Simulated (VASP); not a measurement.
A run of VASP 6.6.1:

File INCAR:

```
  ALGO = Normal
  EDIFF = 1E-7
  ENCUT = 520
  GGA = CA
  ISIF = 2
  ISMEAR = 0
  LASPH = True
  LCHARG = True
  LELF = True
  LREAL = False
  LVHAR = True
  LWAVE = False
  NBANDS = 33
  NELM = 100
  PREC = Accurate
  SIGMA = 0.1
```

Contents of KPOINTS:

```
k-points
0
Gamma
  6 6 9
```

POSCAR

```
TaN
1.0
    5.1960000000      0.0000000000      0.0000000000
   -2.5980000000      4.4998679981      0.0000000000
    0.0000000000      0.0000000000      2.9110000000
Ta N
3 3
Direct
    0.3333333333      0.6666666667      0.5000000000
    0.6666666667      0.3333333333      0.5000000000
    0.0000000000      0.0000000000      0.0000000000
    0.3928500000      0.0000000000      0.0000000000
    0.0000000000      0.3928500000      0.0000000000
    0.6071500000      0.6071500000      0.0000000000
```

Potentials or basis: VASP PAW LDA potentials, release 64 (Ta_pv, N).

Run with:

```sh
$ cat potpaw_LDA.64/Ta_pv/POTCAR potpaw_LDA.64/N/POTCAR > POTCAR
$ mpirun -np 1 vasp_std > vasp.out
```

Hardware: 1 thread of AMD EPYC 7R13, on a shared host.

Task: Estimate the wall time of this run.

Result: It took 2 min on 1 thread of AMD EPYC 7R13, with other jobs on the host, peak memory 0.17 GiB. Counts: scf iterations 14, k points 35.
